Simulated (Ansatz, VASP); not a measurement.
# One calculation of W, two programs

```
W
1.0
     2.80073    0.00000    0.00000
    -1.40037    2.42551    0.00000
     0.00000    0.00000    4.53719
W
2
Cartesian
  0.0000 1.6170 1.1343
  1.4004 0.8085 3.4029
```

Alike in both runs: task relaxation of cell and atoms; functional LDA; k mesh 17 × 17 × 9; occupations fermi-dirac, width 0.05 eV; no spin polarisation.

```csv
,VASP,Ansatz
version,VASP 6.6.1,Ansatz 0.2.0
potentials or method,"VASP PAW LDA potentials, release 64 (W_sv)","PAW with Ansatz's default frozen-core files, scalar-relativistic"
plane-wave cutoff (eV),600,420
valence electrons in the cell,28,28
```

```csv
,VASP,Ansatz,Ansatz less VASP
relaxed volume (Å³/atom),15.82,15.73,-0.093
relaxed cell length with the largest relative difference (Å),2.742,2.736,-0.0060
```

LDA's correlation is that of Perdew and Zunger in VASP and of Perdew and Wang (1992) in Ansatz.

Spin-orbit coupling is off throughout.
